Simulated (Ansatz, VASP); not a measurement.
**CdS in VASP and in Ansatz**

```
CELL_PARAMETERS angstrom
0.00000 2.93921 2.93921
2.93921 0.00000 2.93921
2.93921 2.93921 0.00000
ATOMIC_POSITIONS crystal
Cd 0.00000 0.00000 0.00000
S 0.25000 0.25000 0.25000
```

Alike in both runs: task single point; functional PBE; k mesh 6 × 6 × 6; no spin polarisation.

```csv
,VASP,Ansatz
version,VASP 6.6.1,Ansatz 0.2.0
potentials or method,"VASP PAW PBE potentials, release 64 (Cd, S)",plane waves
plane-wave cutoff (eV),500,420
occupations,"gaussian, width 0.01 eV",fixed
valence electrons in the cell,18,26
```

```csv
,VASP,Ansatz,Ansatz less VASP
gap on the k mesh at the Fermi level (eV),1.10,1.09,-0.003
pressure (GPa),1.7,1.4,-0.32
```

VASP's potentials hold 18 valence electrons a cell and Ansatz's 26, so a difference there can come from the potentials and not from the codes.
